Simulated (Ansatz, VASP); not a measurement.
# One calculation of TlBr, two programs

The input POSCAR:

```
TlBr
1.0
    3.9949064284      0.0000000000      0.0000000000
    0.0000000000      3.9949064284      0.0000000000
    0.0000000000      0.0000000000      3.9949064284
Tl Br
1 1
Direct
    0.0000000000      0.0000000000      0.0000000000
    0.5000000000      0.5000000000      0.5000000000
```

INCAR.step1

```
SYSTEM = TlBr
ALGO     = Normal         ! electronic algorithm
EDIFF    = 1E-5           ! SCF threshold, eV
ENCUT    = 400            ! plane-wave cutoff, eV
GGA      = PE             ! functional
GGA_COMPAT= .FALSE.      
ISIF     = 2              ! what is computed and relaxed
ISMEAR   = 0              ! smearing method
LASPH    = .TRUE.         ! aspherical terms in the spheres
LCHARG   = .FALSE.        ! write CHGCAR
LREAL    = .FALSE.        ! projectors in reciprocal space
LWAVE    = .TRUE.         ! write WAVECAR
NBANDS   = 17             ! bands
NELM     = 120            ! most SCF steps
PREC     = Accurate       ! precision mode
SIGMA    = 0.01           ! smearing width, eV
```

File INCAR.step2:

```
SYSTEM = TlBr
AEXX     = 0.35           ! exact-exchange fraction
ALGO     = Normal         ! electronic algorithm
EDIFF    = 1E-6           ! SCF threshold, eV
ENCUT    = 400            ! plane-wave cutoff, eV
GGA      = PE             ! functional
GGA_COMPAT= .FALSE.      
HFSCREEN = 0.3            ! screening, 1/A
ISIF     = 2              ! what is computed and relaxed
ISMEAR   = 0              ! smearing method
ISTART   = 1            
LASPH    = .TRUE.         ! aspherical terms in the spheres
LCHARG   = .FALSE.        ! write CHGCAR
LHFCALC  = .TRUE.         ! exact exchange
LREAL    = .FALSE.        ! projectors in reciprocal space
LWAVE    = .FALSE.        ! write WAVECAR
NBANDS   = 17             ! bands
NELM     = 120            ! most SCF steps
PREC     = Accurate       ! precision mode
PRECFOCK = Normal       
SIGMA    = 0.01           ! smearing width, eV
```

File KPOINTS:

```
k-points
0
G
  4 4 4
  0 0 0
```

Input for Ansatz:

```yaml
crystal:
  lattice:
    - [3.9949064284, 0.0, 0.0]
    - [0.0, 3.9949064284, 0.0]
    - [0.0, 0.0, 3.9949064284]
  atoms:
    - { symbol: Tl, position: [0.0, 0.0, 0.0] }
    - { symbol: Br, position: [0.5, 0.5, 0.5] }
kpoints:
  mp_grid: { grid: [4, 4, 4] }
hamiltonian:
  xc: { exchange: pbe, correlation: pbe, exx: { coeff: 0.35, omega: 0.3 } }
scf:
  occupations: { method: fixed }
  n_extra_bands: 4
output:
  forces: true
  stress: true
  eigenvalues: true
```

Alike in both runs: task single point; functional PBE-based screened hybrid with a share of 0.35 of exact exchange and HFSCREEN = 0.3; k mesh 4 × 4 × 4; no spin polarisation.

|  | VASP | Ansatz |
| --- | --- | --- |
| version | VASP 6.6.1 | Ansatz 0.2.0 |
| potentials or method | VASP PAW PBE potentials, release 64 (Tl_d, Br) | plane waves |
| plane-wave cutoff (eV) | 400 | 420 |
| occupations | gaussian, width 0.01 eV | fixed |
| valence electrons in the cell | 20 | 20 |

|  | VASP | Ansatz | Ansatz less VASP |
| --- | --- | --- | --- |
| gap on the k mesh at the Fermi level (eV) | 2.64 | 2.63 | -0.005 |
| pressure (GPa) | 0.5 | 0.7 | +0.11 |

VASP's potentials were made for PBE, not for PBE-based screened hybrid. Ansatz's warnings: stress exchange threshold loose, stress scf threshold loose.

Neither program's run includes spin-orbit coupling.
